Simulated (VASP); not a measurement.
Set up this calculation in VASP 6.6.1, as the native input.

```yaml
Task: single point
Functional: PBE
Potentials_or_basis: VASP PAW PBE potentials, release 64 (Cd, Te)
Cutoff: 500 eV
k_mesh: 8 × 8 × 8
Occupations: gaussian, width 0.02 eV
Spin: no spin polarisation
Dipole_correction: no
Further_INCAR_settings: ALGO = Normal; EDIFF = 1e-06; NBANDS = 16
```

The structure of CdTe lies in POSCAR:

```
CdTe
1.0
    0.0000000000      3.2500000000      3.2500000000
    3.2500000000      0.0000000000      3.2500000000
    3.2500000000      3.2500000000      0.0000000000
Cd Te
1 1
Direct
    0.0000000000      0.0000000000      0.0000000000
    0.2500000000      0.2500000000      0.2500000000
```

These files were run (other wordings do the same):

INCAR

```
PREC = Accurate
ENCUT = 500
EDIFF = 1E-6
ISMEAR = 0
SIGMA = 0.02
LREAL = False
LASPH = True
NELM = 120
ALGO = Normal
ISIF = 2
LWAVE = False
LCHARG = False
GGA = PE
NBANDS = 16
GGA_COMPAT = False
```

KPOINTS

```
regular mesh
0
Gamma
  8 8 8
```

Potentials or basis: VASP PAW PBE potentials, release 64 (Cd, Te).

The run is started by

```console
$ cat potpaw_PBE.64/Cd/POTCAR potpaw_PBE.64/Te/POTCAR > POTCAR
$ mpirun -np 1 vasp_std > vasp.out
```

It gave:

```
Pressure               : 2.3 GPa
Band gap on the k mesh : 0.74 eV
```

Caveat: semilocal functionals underestimate gaps, and a narrow one can read as zero; spin-orbit coupling is left out, which moves the levels of the heavy elements.

Run time: 16 s on 1 thread of Intel(R) Xeon(R) Platinum 8559C (Emerald Rapids) (shared host), peak memory 0.21 GiB.
